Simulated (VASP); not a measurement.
Crystal: Ge.

```
Ge
1.0
    -1.47378    1.47378    2.14250
     1.47378   -1.47378    2.14250
     1.47378    1.47378   -2.14250
Ge
1
Direct
  0.00000 0.00000 0.00000
```

```yaml
Program: VASP 6.6.1
Task: relaxation of cell and atoms
Functional: PBEsol
Potentials_or_basis: VASP PAW PBE potentials, release 64 (Ge_d)
Cutoff: 600 eV
k_mesh: 26 × 26 × 26
Occupations: gaussian, width 0.1 eV
Spin: no spin polarisation
```

At the start: pressure -0.2 GPa; volume 18.61 Å³/atom.

Task: Where does the relaxation end?

Result: Over 12 steps the energy falls by 2.5 meV/atom and the volume is 18.57 Å³/atom (-0.2 %); space group Fm-3m (No. 225, to 0.1 Å) before, I4/mmm (No. 139, to 0.1 Å).

The path:
```csv
step,energy change (eV),largest force (eV/Å),pressure (GPa),volume (Å³)
1,0.0000,0.0000,-0.19,18.61
2,-0.0001,0.0000,0.03,18.56
3,-0.0001,0.0000,0.09,18.55
4,-0.0001,0.0000,0.04,18.55
5,-0.0001,0.0000,0.06,18.55
6,-0.0001,0.0000,0.08,18.55
7,-0.0002,0.0000,0.06,18.55
8,-0.0005,0.0000,0.02,18.56
9,-0.0013,0.0000,-0.09,18.57
10,-0.0025,0.0000,-0.17,18.57
11,-0.0024,0.0000,-0.11,18.57
12,-0.0025,0.0000,-0.07,18.57
```

Final structure:
```xyz
1
Lattice="-1.4342 1.4342 2.2575 1.4342 -1.4342 2.2575 1.4342 1.4342 -2.2575" Properties=species:S:1:pos:R:3 pbc="T T T"
Ge    0.0000    0.0000    0.0000
```

Caveat: the PAW data sets were made with another functional, which shifts forces and pressure a little.
